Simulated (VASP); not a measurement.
Wanted: the native input for a VASP 6.6.1 run.

| Item | Value |
| --- | --- |
| Task | single point |
| Functional | LDA |
| Potentials or basis | VASP PAW LDA potentials, release 64 (Ta_sv_GW, N) |
| Cutoff | 700 eV |
| k mesh | 13 × 13 × 13 |
| Occupations | fermi-dirac, width 0.1 eV |
| Spin | no spin polarisation |
| Dipole correction | no |
| Further INCAR settings | ALGO = Normal; EDIFF = 1e-06; NBANDS = 16 |

The structure of TaN lies in POSCAR:

```
TaN
1.0
    0.0000000000      2.1790000000      2.1790000000
    2.1790000000      0.0000000000      2.1790000000
    2.1790000000      2.1790000000      0.0000000000
Ta N
1 1
Direct
    0.5000000000      0.5000000000      0.5000000000
    0.0000000000      0.0000000000      0.0000000000
```

The input as run:

INCAR

```
  PREC = Accurate
  ENCUT = 700
  EDIFF = 1E-6
  ISMEAR = -1
  SIGMA = 0.1
  LREAL = False
  LASPH = True
  NELM = 120
  ALGO = Normal
  ISIF = 2
  LWAVE = False
  LCHARG = False
  GGA = CA
  NBANDS = 16
  GGA_COMPAT = False
```

KPOINTS

```
Automatic mesh
0
Gamma
  13 13 13
```

Potentials or basis: VASP PAW LDA potentials, release 64 (Ta_sv_GW, N).

The run is started by

```console
$ cat potpaw_LDA.64/Ta_sv_GW/POTCAR potpaw_LDA.64/N/POTCAR > POTCAR
$ mpirun -np 1 vasp_std > vasp.out
```

Results of the run:

```json
{
 "Pressure": "-1.4 GPa",
 "Band gap on the k mesh": "zero (bands 9 and 10 overlap by 4.04 eV)"
}
```

Caveat: spin-orbit coupling is left out, which moves the levels of the heavy elements.

Run time: 27 s on 1 thread of AMD EPYC 9R45 (Zen 5) (shared host), peak memory 0.15 GiB.
